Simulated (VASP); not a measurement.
# Mg3ZnC (P1) in VASP: a series of runs

Runs on Mg3ZnC. Level: PBE. Tasks: single point.

Everything below comes from runs of VASP 6.6.1. Logs are shortened: lines on timing, memory, paths and dates and some standing lists are left out, and cuts for length are marked.

## Step 1: The cell of the first run

The typed cell holds 5 atoms: a = 4.407 Å, b = 4.407 Å, c = 4.407 Å, α = 90.00°, β = 90.00°, γ = 90.00°.

## Step 2: Single point, PBE

The input, INCAR:

```
PREC     = Accurate       # precision mode
ENCUT    = 520            # plane-wave cutoff, eV
EDIFF    = 1E-7           # SCF threshold, eV
ISMEAR   = -1             # smearing method
SIGMA    = 0.1            # smearing width, eV
LREAL    = False          # projectors in reciprocal space
LASPH    = True           # aspherical terms in the spheres
NELM     = 100            # most SCF steps
ALGO     = Normal         # electronic algorithm
ISIF     = 2              # what is computed and relaxed
LWAVE    = False          # write WAVECAR
LCHARG   = False          # write CHGCAR
GGA      = PE             # functional
NBANDS   = 19             # bands
```

The input, KPOINTS:

```
regular mesh
0
Gamma
  7 7 7
```

The input, POSCAR:

```
Mg3ZnC
1.0
    4.4069310000      0.0000000000      0.0000000000
    0.0000000000      4.4069310000      0.0000000000
    0.0000000000      0.0000000000      4.4069310000
Zn Mg C
1 3 1
Direct
    0.0143980000      0.0003270000      0.0042490000
    0.5044320000      0.0053770000      0.4959030000
    0.5098650000      0.5011960000      0.0016910000
   -0.0013060000      0.4967100000      0.5005010000
    0.5104210000      0.5038410000      0.5064390000
```

Potentials or basis: VASP PAW PBE potentials, release 64 (Zn, Mg, C).

The run is started by

```console
cat potpaw_PBE.64/Zn/POTCAR potpaw_PBE.64/Mg/POTCAR potpaw_PBE.64/C/POTCAR > POTCAR
mpirun -np 1 vasp_std > vasp.out
```

OUTCAR:

```text
PREC = Accurate
   ENCUT = 520
   EDIFF = 1E-7
   ISMEAR = -1
   LREAL = False
   LASPH = True
   NELM = 100
   ISIF = 2
   GGA = PE

 ion  position               nearest neighbor table
   1  0.014  0.000  0.004-   2 3.06   4 3.09   3 3.10   3 3.10   2 3.11   4 3.12   4 3.12   2 3.12
                             3 3.13   3 3.13   4 3.14   2 3.17
   2  0.504  0.005  0.496-   5 2.20   5 2.21   1 3.06   4 3.07   3 3.09   4 3.11   3 3.11   1 3.11
                             3 3.12   1 3.12   4 3.13   3 3.15   4 3.16   1 3.17
   3  0.510  0.501  0.002-   5 2.18   5 2.22   4 3.08   2 3.09   4 3.09   1 3.10   1 3.10   2 3.11
                             2 3.12   1 3.13   1 3.13   2 3.15   4 3.15   4 3.15
   4  0.999  0.497  0.501-   5 2.15   5 2.26   2 3.07   3 3.08   3 3.09   1 3.09   2 3.11   1 3.12
                             1 3.12   2 3.13   1 3.14   3 3.15   3 3.15   2 3.16
   5  0.510  0.504  0.506-   4 2.15   3 2.18   2 2.20   2 2.21   3 2.22   4 2.26

  LATTYP: Found a simple cubic cell.
 ALAT       =     4.4069310000

  Lattice vectors:

 A1 = (   4.4069310000,   0.0000000000,   0.0000000000)
 A2 = (   0.0000000000,   4.4069310000,   0.0000000000)
 A3 = (   0.0000000000,   0.0000000000,   4.4069310000)

Analysis of symmetry for initial positions (statically):
=====================================================================
 Subroutine PRICEL returns:
 Original cell was already a primitive cell.

 Routine SETGRP: Setting up the symmetry group for a
 simple cubic supercell.

 Subroutine GETGRP returns: Found  1 space group operations
 (whereof  1 operations were pure point group operations)
 out of a pool of 48 trial point group operations.

The static configuration has the point symmetry C_1 .

Analysis of symmetry for dynamics (positions and initial velocities):
=====================================================================
 Subroutine PRICEL returns:
 Original cell was already a primitive cell.

 Routine SETGRP: Setting up the symmetry group for a
 simple cubic supercell.

 Subroutine GETGRP returns: Found  1 space group operations
 (whereof  1 operations were pure point group operations)
 out of a pool of 48 trial point group operations.

The dynamic configuration has the point symmetry C_1 .

 Subroutine INISYM returns: Found  1 space group operations
 (whereof  1 operations are pure point group operations),
 and found     1 'primitive' translations

----------------------------------------------------------------------------------------

                                     Primitive cell

  volume of cell :      85.5872

  direct lattice vectors                    reciprocal lattice vectors
     4.406931000  0.000000000  0.000000000     0.226915284  0.000000000  0.000000000
     0.000000000  4.406931000  0.000000000     0.000000000  0.226915284  0.000000000
     0.000000000  0.000000000  4.406931000     0.000000000  0.000000000  0.226915284

  length of vectors
     4.406931000  4.406931000  4.406931000     0.226915284  0.226915284  0.226915284

  position of ions in fractional coordinates (direct lattice)
     0.014398000  0.000327000  0.004249000
     0.504432000  0.005377000  0.495903000
     0.509865000  0.501196000  0.001691000
     0.998694000  0.496710000  0.500501000
     0.510421000  0.503841000  0.506439000

  ion indices of the primitive-cell ions
   primitive index   ion index
                 1           1
                 2           2
                 3           3
                 4           4
                 5           5

----------------------------------------------------------------------------------------

 KPOINTS: regular mesh

Automatic generation of k-mesh.
 Grid dimensions read from file:
 generate k-points for:    7    7    7

 Generating k-lattice:

  Cartesian coordinates                     Fractional coordinates (reciprocal lattice)
     0.032416469  0.000000000  0.000000000     0.142857143  0.000000000  0.000000000
     0.000000000  0.032416469  0.000000000     0.000000000  0.142857143  0.000000000
     0.000000000  0.000000000  0.032416469     0.000000000  0.000000000  0.142857143

  Length of vectors
     0.032416469  0.032416469  0.032416469

  Shift w.r.t. Gamma in fractional coordinates (k-lattice)
     0.000000000  0.000000000  0.000000000

 Subroutine IBZKPT returns following result:
 ===========================================

 Found    172 irreducible k-points:

 Following reciprocal coordinates:
            Coordinates               Weight
  0.000000  0.000000  0.000000      1.000000
  0.142857  0.000000  0.000000      2.000000
  0.000000  0.142857  0.000000      2.000000
  0.000000  0.000000  0.142857      2.000000
  0.285714  0.000000  0.000000      2.000000
  0.000000  0.285714  0.000000      2.000000
[... 16 lines left out ...]
  0.000000 -0.285714  0.142857      2.000000
 -0.142857  0.000000  0.285714      2.000000
 [... further k-points ...]
   k-points           NKPTS =    172   k-points in BZ     NKDIM =    172   number of bands    NBANDS=     19
   number of dos      NEDOS =    301   number of ions     NIONS =      5
   total plane-waves  NPLWV =  46656
   dimension x,y,z NGX =    36 NGY =   36 NGZ =   36
   dimension x,y,z NGXF=    72 NGYF=   72 NGZF=   72
   ions per type =               1   3   1
   NGX,Y,Z   is equivalent  to a cutoff of  13.58, 13.58, 13.58 a.u.
   NGXF,Y,Z  is equivalent  to a cutoff of  27.16, 27.16, 27.16 a.u.
 SYSTEM =  unknown system
   PREC   = accura    normal or accurate (medium, high low for compatibility)
   ISTART =      0    job   : 0-new  1-cont  2-samecut
   ICHARG =      2    charge: 1-file 2-atom 10-const
   ISPIN  =      1    spin polarized calculation?
   LNONCOLLINEAR =      F non collinear calculations
   LSORBIT =      F    spin-orbit coupling
   LASPH  =      T    aspherical Exc in radial PAW
   ENCUT  =  520.0 eV  38.22 Ry    6.18 a.u.   8.19  8.19  8.19*2*pi/ulx,y,z
   NELM   =    100;   NELMIN=  2; NELMDL= -5     # of ELM steps
   EDIFF  = 0.1E-06   stopping-criterion for ELM
   LREAL  =      F    real-space projection
   EDIFFG = 0.1E-05   stopping-criterion for IOM
   NSW    =      0    number of steps for IOM
   IBRION =     -1    ionic relax: 0-MD 1-quasi-New 2-CG
   NFREE  =      0    steps in history (QN), initial steepest desc. (CG)
   ISIF   =      2    stress and relaxation
   ISYM   =      2    0-nonsym 1-usesym 2-fastsym
   POTIM  = 0.5000    time-step for ionic-motion
   TEBEG  =    0.0;   TEEND  =   0.0 temperature during run
   PSTRESS=    0.0 pullay stress
   NELECT =      22.0000    total number of electrons
   NUPDOWN=      -1.0000    fix difference up-down
   EMIN   =  10.00;   EMAX   =-10.00  energy-range for DOS
   EFERMI =   0.00;   METHOD = LEGACY
   ISMEAR =    -1;   SIGMA  =   0.10  broadening in eV -4-tet -1-fermi 0-gaus
   EFERMI_NEDOS =   21; number of points for ismear=-14 and -15
   IALGO  =     38    algorithm
   IMIX   =      4    mixing-type and parameters
     AMIX     =   0.40;   BMIX     =  1.00
     AMIX_MAG =   1.60;   BMIX_MAG =  1.00
  volume/ion in A,a.u.               =      17.12       115.51
  Fermi-wavevector in a.u.,A,eV,Ry     =   1.040909  1.967033 14.741800  1.083492
  Thomas-Fermi vector in A             =   2.175506
   LORBIT       =      0    0 simple, 1 ext, 2 COOP (PROOUT), +10 PAW based schemes
   GGA     = PE    functional components
[... 5 lines left out ...]
 non-spin polarized calculation
  energy-cutoff  :      520.00
  volume of cell :       85.59
 maximum number of plane-waves:      2325
 NGX is ok and might be reduce to    36
   NGX = 17   NGY = 17   NGZ = 17

 number of electron      21.9999997 magnetization

 Free energy of the ion-electron system (eV)
  ---------------------------------------------------
  ext. energy  EPLUGINS =         0.00000000
  ---------------------------------------------------
  free energy    TOTEN  =       -14.00640848 eV

  energy without entropy =      -13.93646491  energy(sigma->0) =      -13.97143670

 E-fermi :   3.0264     XC(G=0):  -9.4706

 val. band max:        2.8813008516   @ k =   0.1429  -0.2857   0.1429
 cond. band min:       3.1275616311   @ k =   0.0000   0.2857   0.0000
 fundamental gap:      0.2462607795
 Fermi energy:         3.0264302565

 k-point     1 :       0.0000    0.0000    0.0000
  band No.  band energies     occupation
      1      -7.6376      2.00000
      2      -4.1435      2.00000
      3      -4.1432      2.00000
      4      -4.0899      2.00000
      5      -4.0897      2.00000
      6      -4.0895      2.00000
[... 11 lines left out ...]
     18       9.9020      0.00000
     19       9.9035      0.00000

 k-point     2 :       0.1429    0.0000    0.0000
  band No.  band energies     occupation
      1      -7.5665      2.00000
      2      -4.1418      2.00000
      3      -4.1360      2.00000
      4      -4.0951      2.00000
      5      -4.0948      2.00000
      6      -4.0891      2.00000
[... 11 lines left out ...]
     18       9.3364      0.00000
     19       9.8972      0.00000

 k-point     3 :       0.0000    0.1429    0.0000
  band No.  band energies     occupation
      1      -7.5664      2.00000
      2      -4.1418      2.00000
      3      -4.1360      2.00000
      4      -4.0949      2.00000
      5      -4.0947      2.00000
      6      -4.0893      2.00000
[... 11 lines left out ...]
     18       9.3368      0.00000
     19       9.8966      0.00000

 k-point     4 :       0.0000    0.0000    0.1429
  band No.  band energies     occupation
      1      -7.5664      2.00000
      2      -4.1415      2.00000
      3      -4.1362      2.00000
      4      -4.0951      2.00000
      5      -4.0948      2.00000
      6      -4.0891      2.00000
[... 11 lines left out ...]
     18       9.3375      0.00000
     19       9.8962      0.00000

 k-point     5 :       0.2857    0.0000    0.0000
  band No.  band energies     occupation
      1      -7.3904      2.00000
      2      -4.1381      2.00000
      3      -4.1268      2.00000
      4      -4.1066      2.00000
      5      -4.1063      2.00000
      6      -4.0879      2.00000
[... 11 lines left out ...]
     18       9.1305      0.00000
     19      10.4029      0.00000
[... 334 lines left out ...]
      2      -4.1347      2.00000
      3      -4.1183      2.00000
      4      -4.1070      2.00000
      5      -4.1052      2.00000
      6      -4.0922      2.00000
[... 11 lines left out ...]
     18       9.5747      0.00000
     19      10.4286      0.00000

 k-point    22 :       0.0000    0.1429    0.2857
  band No.  band energies     occupation
      1      -7.3300      2.00000
      2      -4.1345      2.00000
      3      -4.1184      2.00000
      4      -4.1071      2.00000
      5      -4.1054      2.00000
      6      -4.0922      2.00000
[... 11 lines left out ...]
     18       9.5693      0.00000
     19      10.4346      0.00000

 k-point    23 :       0.0000   -0.2857    0.1429
  band No.  band energies     occupation
      1      -7.3301      2.00000
      2      -4.1346      2.00000
      3      -4.1184      2.00000
      4      -4.1070      2.00000
      5      -4.1052      2.00000
      6      -4.0924      2.00000
[... 11 lines left out ...]
     18       9.5723      0.00000
     19      10.4332      0.00000

 k-point    24 :      -0.1429    0.0000    0.2857
  band No.  band energies     occupation
      1      -7.3300      2.00000
      2      -4.1346      2.00000
      3      -4.1184      2.00000
      4      -4.1071      2.00000
      5      -4.1052      2.00000
      6      -4.0922      2.00000
[... 11 lines left out ...]
     18       9.5700      0.00000
     19      10.4304      0.00000

 [... further k-points ...]

------------------------ aborting loop because EDIFF is reached ----------------------------------------

  FORCE on cell =-STRESS in cart. coord.  units (eV):
  Direction    XX          YY          ZZ          XY          YZ          ZX
  --------------------------------------------------------------------------------------
  -------------------------------------------------------------------------------------
  Total        0.0336033     -0.0927408     -0.0567734     -0.0039867     -0.0026177     -0.0010973
  in kB        0.6290473     -1.7360921     -1.0627882     -0.0746313     -0.0490032     -0.0205410
  external PRESSURE =      -0.7232777 kB  Pullay stress =       0.0000000 kB

 VOLUME and BASIS-vectors are now :
 -----------------------------------------------------------------------------
  energy-cutoff  :      520.00
  volume of cell :       85.59
      direct lattice vectors                 reciprocal lattice vectors
     4.406931000  0.000000000  0.000000000     0.226915284  0.000000000  0.000000000
     0.000000000  4.406931000  0.000000000     0.000000000  0.226915284  0.000000000
     0.000000000  0.000000000  4.406931000     0.000000000  0.000000000  0.226915284

 POSITION                                       TOTAL-FORCE (eV/Angst)
 -----------------------------------------------------------------------------------
      0.06345      0.00144      0.01873        -0.056906      0.005376     -0.026439
      2.22300      0.02370      2.18541        -0.005472     -0.149221      0.088284
      2.24694      2.20874      0.00745        -0.065148      0.039235      0.109246
      4.40118      2.18897      2.20567         0.530601      0.087525      0.036933
      2.24939      2.22039      2.23184        -0.403074      0.017085     -0.208023
 -----------------------------------------------------------------------------------
    total drift:                               -0.000014      0.000021      0.000224

  FREE ENERGIE OF THE ION-ELECTRON SYSTEM (eV)
  ---------------------------------------------------
  free  energy   TOTEN  =       -14.0064084815 eV

  energy  without entropy=      -13.9364649149  energy(sigma->0) =      -13.97143670
```

Run time: 1.7 min. Hardware: 1 thread of Intel Xeon 6975P-C (Granite Rapids), shared host; peak memory 0.43 GiB.

Results:

```yaml
Free_energy: -14.0064 eV
Pressure: -0.1 GPa
Largest_force: 0.539 eV/Å
Band_gap_on_the_k_mesh: zero (bands 11 and 12 overlap by 3.15 eV)
```

Forces on the atoms (eV/Å):
```
Zn  -0.057  0.005 -0.026
Mg  -0.005 -0.149  0.088
Mg  -0.065  0.039  0.109
Mg   0.531  0.088  0.037
C   -0.403  0.017 -0.208
```

Stress tensor (GPa, compression positive):
```
 0.06 -0.01  0.00
-0.01 -0.17  0.00
 0.00  0.00 -0.11
```

## Step 3: Single point, PBE

The input, INCAR:

```
SYSTEM = Mg3ZnC
ALGO     = Normal         ! electronic algorithm
EDIFF    = 1E-7           ! SCF threshold, eV
ENCUT    = 520            ! plane-wave cutoff, eV
GGA      = PE             ! functional
ISIF     = 2              ! what is computed and relaxed
ISMEAR   = -1             ! smearing method
LASPH    = .True.         ! aspherical terms in the spheres
LCHARG   = .False.        ! write CHGCAR
LREAL    = .False.        ! projectors in reciprocal space
LWAVE    = .False.        ! write WAVECAR
NBANDS   = 19             ! bands
NELM     = 80             ! most SCF steps
PREC     = Accurate       ! precision mode
SIGMA    = 0.1            ! smearing width, eV
```

The input, KPOINTS:

```
k-points
0
Gamma
  8 8 8
  0 0 0
```

POSCAR is that of step 2.

Potentials or basis: VASP PAW PBE potentials, release 64 (Zn, Mg, C).

The run is started by

```console
cat potpaw_PBE.64/Zn/POTCAR potpaw_PBE.64/Mg/POTCAR potpaw_PBE.64/C/POTCAR > POTCAR
mpirun -np 1 vasp_std > vasp.out
```

Wall time 2.6 min (1 thread of Intel Xeon 6975P-C (Granite Rapids), shared host); peak memory 0.56 GiB.

Results (log left out):

| Item | Value |
| --- | --- |
| Free energy | -14.0169 eV |
| Pressure | -0.2 GPa |
| Largest force | 0.541 eV/Å |
| Band gap on the k mesh | zero (bands 11 and 12 overlap by 3.39 eV) |

Forces on the atoms (eV/Å):
```
Zn  -0.059  0.005 -0.028
Mg  -0.005 -0.150  0.089
Mg  -0.065  0.039  0.110
Mg   0.533  0.088  0.038
C   -0.404  0.017 -0.209
```

Stress tensor (GPa, compression positive):
```
-0.06 -0.01  0.00
-0.01 -0.30  0.00
 0.00  0.00 -0.23
```

Levels at points of the mesh, in eV from the Fermi level:
| k point | band 9 | band 10 | band 11 | band 12 | band 13 | band 14 |
| --- | --- | --- | --- | --- | --- | --- |
| (0.00, 0.00, 0.00) | -2.65 | -2.64 | 1.62 | 1.62 | 2.67 | 2.68 |
| (0.50, 0.00, 0.00) | -2.14 | -2.07 | -1.04 | 1.32 | 1.33 | 2.95 |
| (0.00, 0.50, 0.00) | -2.14 | -2.05 | -1.05 | 1.32 | 1.33 | 2.95 |
| (0.00, 0.00, 0.50) | -2.14 | -2.05 | -1.05 | 1.32 | 1.32 | 2.96 |
| (0.50, 0.50, 0.00) | -4.38 | -1.95 | 0.91 | 0.91 | 2.07 | 2.78 |
| (0.00, 0.50, 0.50) | -4.38 | -1.94 | 0.91 | 0.91 | 2.08 | 2.78 |
| (0.50, 0.00, 0.50) | -4.38 | -1.94 | 0.91 | 0.91 | 2.07 | 2.78 |
| (0.50, 0.50, 0.50) | -3.36 | -3.11 | -1.78 | -1.77 | -1.77 | 4.92 |

(Continued in part 2 of 2.)

The gap in the log of VASP goes by the Fermi energy; the results here count the filled bands.